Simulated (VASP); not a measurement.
Li2SnF3, 6 atoms in the cell. It takes space group P3m1 (No. 156, trigonal). The conventional cell has a = 3.287 Å, b = 3.287 Å, c = 7.468 Å, α = 90.00°, β = 90.00°, γ = 120.00°. Within 2.8 Å of Li (site symmetry 3m) lie 4 F at 2.10 Å and 3 Sn at 2.25 Å. Li (site symmetry 3m) has 1 Sn at 1.92 Å and 6 F at 2.16 Å within 2.6 Å. Sn (site symmetry 3m) has 4 Li at 1.92 to 2.25 Å and 4 F at 2.10 Å within 2.6 Å. Within 2.9 Å of F (site symmetry 3m) lie 3 Sn at 2.10 Å and 4 Li at 2.10 to 2.16 Å and 3 F at 2.81 Å. Within 2.8 Å of F (site symmetry 3m) lie 3 Li at 2.10 Å and 1 Sn at 2.10 Å. Within 2.9 Å of F (site symmetry 3m) lie 3 Li at 2.16 Å and 3 F at 2.81 Å. 

| Quantity | Value |
| --- | --- |
| Program | VASP 6.6.1 |
| Task | relaxation of cell and atoms |
| Functional | PBE |
| Dispersion | D3(BJ) |
| Potentials or basis | VASP PAW PBE potentials, release 64 (Li_sv, Sn_d, F) |
| Cutoff | 600 eV |
| k mesh | 6 × 6 × 4 |
| Occupations | gaussian, width 0.1 eV |
| Spin | no spin polarisation |
| Dipole correction | no |
| Further INCAR settings | ALGO = Normal; EDIFF = 1e-07; IBRION = 2; EDIFFG = -0.04; NSW = 90; ISIF = 3 |

Potentials or basis: VASP PAW PBE potentials, release 64 (Li_sv, Sn_d, F).

The run is started by

```bash
$ cat potpaw_PBE.64/Li_sv/POTCAR potpaw_PBE.64/Sn_d/POTCAR potpaw_PBE.64/F/POTCAR > POTCAR
$ mpirun -np 1 vasp_std > vasp.out
```

Hardware: 1 thread of AMD EPYC 7R43 64-Core Processor (Zen 3), on a shared host.

Estimate the wall time of this run.

Run time: 33 min on 1 thread of AMD EPYC 7R43 64-Core Processor (Zen 3), on a shared host, peak memory 0.21 GiB. Counts: scf iterations 341, k points 24, ion steps 30.
